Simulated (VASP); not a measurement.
SrO, 4 atoms in the cell. The structure is hexagonal, space group P6_3mc (No. 186). Conventional cell: a = 4.254 Å, b = 4.254 Å, c = 5.156 Å, α = 90.00°, β = 90.00°, γ = 120.00°. Within 3.2 Å of Sr (site symmetry 3m) lie 5 O at 2.46 to 2.58 Å. O (site symmetry 3m) has 5 Sr at 2.46 to 2.58 Å within 3.2 Å. 

| Property | Result |
| --- | --- |
| Program | VASP 6.6.1 |
| Task | single point |
| Functional | PBEsol |
| Potentials or basis | VASP PAW PBE potentials, release 64 (Sr_sv, O) |
| Cutoff | 520 eV |
| k mesh | 6 × 6 × 4 |
| Occupations | gaussian, width 0.02 eV |
| Spin | no spin polarisation |
| Dipole correction | no |
| Further INCAR settings | ALGO = Normal; EDIFF = 1e-07; NBANDS = 24 |

Potentials or basis: VASP PAW PBE potentials, release 64 (Sr_sv, O).

Launch:

```console
$ cat potpaw_PBE.64/Sr_sv/POTCAR potpaw_PBE.64/O/POTCAR > POTCAR
$ mpirun -np 1 vasp_std > vasp.out
```

Hardware: 1 thread of AMD EPYC 9R14 (Zen 4), on a shared host.

Problem. Estimate the wall time of this run.

Solution. It took 26 s on 1 thread of AMD EPYC 9R14 (Zen 4) (shared host), peak memory 0.17 GiB. Counts: scf iterations 15, k points 21.
